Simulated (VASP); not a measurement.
A run of VASP 6.6.1 is set up as follows.

POSCAR

```
TaAs
1.0
   -1.7028731737      1.7028731737      5.8037388138
    1.7028731737     -1.7028731737      5.8037388138
    1.7028731737      1.7028731737     -5.8037388138
Ta As
2 2
Direct
    0.5000125150      1.0000125150      0.5000000000
    0.7500125150      0.7500125150      0.0000000000
    0.0825869050      0.5825869050      0.5000000000
    0.3325869050      0.3325869050      0.0000000000
```

The input INCAR.step1:

```
SYSTEM = TaAs
PREC = Accurate ; ENCUT = 520
ISMEAR = -1 ; SIGMA = 0.02
LREAL = .FALSE. ; LASPH = .TRUE.
NELM = 100 ; NBANDS = 24
GGA = PE ; ALGO = Normal
EDIFF = 1E-4 ; LWAVE = .TRUE.
LCHARG = .FALSE.
```

The input INCAR.step2:

```
SYSTEM = TaAs
PREC = Accurate ; ENCUT = 520
EDIFF = 1E-7 ; ISMEAR = -1
SIGMA = 0.02 ; LREAL = .FALSE.
LASPH = .TRUE. ; NELM = 100
ALGO = Normal ; ISIF = 2
LWAVE = .FALSE. ; LCHARG = .FALSE.
METAGGA = R2SCAN ; LMIXTAU = .TRUE.
NBANDS = 24 ; ISTART = 1
```

The input KPOINTS:

```
regular mesh
0
G
  8 8 8
  0 0 0
```

Potentials or basis: VASP PAW PBE potentials, release 64 (Ta_pv, As).

Launch:

```bash
$ cat potpaw_PBE.64/Ta_pv/POTCAR potpaw_PBE.64/As/POTCAR > POTCAR
$ cp INCAR.step1 INCAR
$ mpirun -np 1 vasp_std > vasp.out
$ cp INCAR.step2 INCAR
$ mpirun -np 1 vasp_std > vasp.out
```

(1) What does it give for the band gap on the k mesh?

(2) Predict the pressure.

## Answers

(1) zero (bands 16 and 17 overlap by 0.05 eV).

(2) 6.8 GPa.

Caveat: the cell stands under pressure; the PAW data sets were made with another functional, which shifts forces and pressure a little; spin-orbit coupling is left out, which moves the levels of the heavy elements.
